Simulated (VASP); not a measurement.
Here is a VASP 6.6.1 calculation.

The input INCAR:

```
PREC = Accurate ; ENCUT = 520
EDIFF = 1E-6 ; ISMEAR = 0
SIGMA = 0.15 ; LREAL = False
LASPH = True ; NELM = 80
ALGO = Fast ; ISIF = 2
LWAVE = False ; LCHARG = False
GGA = PS ; NBANDS = 17
```

The input KPOINTS:

```
regular mesh
0
Gamma
  18 18 10
```

File POSCAR:

```
Hf
1.0
    3.3972891043      0.0000000000      0.0000000000
   -1.6986445521      2.1210767143      0.0000000000
    0.0000000000      0.0000000000      5.7456581652
Hf
2
Direct
    0.3333333333      0.6666666667      0.2500000000
    0.6666666667      0.3333333333      0.7500000000
```

Potentials or basis: VASP PAW PBE potentials, release 64 (Hf_pv).

The run is started by

```console
$ cat potpaw_PBE.64/Hf_pv/POTCAR > POTCAR
$ mpirun -np 1 vasp_std > vasp.out
```

Q: Estimate the largest force.

A: 0.690 eV/Å.

Q: Predict the band gap on the k mesh.

A: Zero (band 10 reaches 5.95 eV, above the bottom of band 11 at 4.09 eV).

Q: What does it give for the pressure?

A: 6.9 GPa.

Stress tensor (GPa, compression positive):
```
 6.01  0.00  0.00
 0.00 22.89  0.00
 0.00  0.00 -8.27
```

Caveat: the cell differs from its parent crystal (strain +e along x and -e along y +0.1500, strain +e along z and -e/2 along x and y +0.1500); the PAW data sets were made with another functional, which shifts forces and pressure a little; spin-orbit coupling is left out, which moves the levels of the heavy elements.
